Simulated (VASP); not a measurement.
A run of VASP 6.6.1:

File INCAR:

```
ALGO = Normal ; EDIFF = 1E-7
ENCUT = 520 ; GGA = PS
ISIF = 2 ; ISMEAR = -1
ISPIN = 2 ; LASPH = T
LCHARG = F ; LMAXMIX = 4
LORBIT = 11 ; LREAL = F
LWAVE = F ; MAGMOM = 1
NBANDS = 15 ; NELM = 150
PREC = Accurate ; SIGMA = 0.05
```

The input KPOINTS:

```
k-points
0
Gamma
  19 19 19
```

POSCAR

```
Ni
1.0
    0.0000000000      1.7316709325      1.7316709325
    1.7316709325      0.0000000000      1.7316709325
    1.7316709325      1.7316709325      0.0000000000
Ni
1
Direct
    0.0000000000      0.0000000000      0.0000000000
```

Potentials or basis: VASP PAW PBE potentials, release 64 (Ni).

The run is started by

```console
$ cat potpaw_PBE.64/Ni/POTCAR > POTCAR
$ mpirun -np 1 vasp_std > vasp.out
```

Hardware: 1 thread of Intel(R) Xeon(R) 6975P-C (Granite Rapids), on a shared host.

Question: How long does it take, and how much memory?

Answer: Wall time 55 s on 1 thread of Intel(R) Xeon(R) 6975P-C (Granite Rapids), with other jobs on the host, peak memory 0.16 GiB. Counts: scf iterations 14, k points 220.
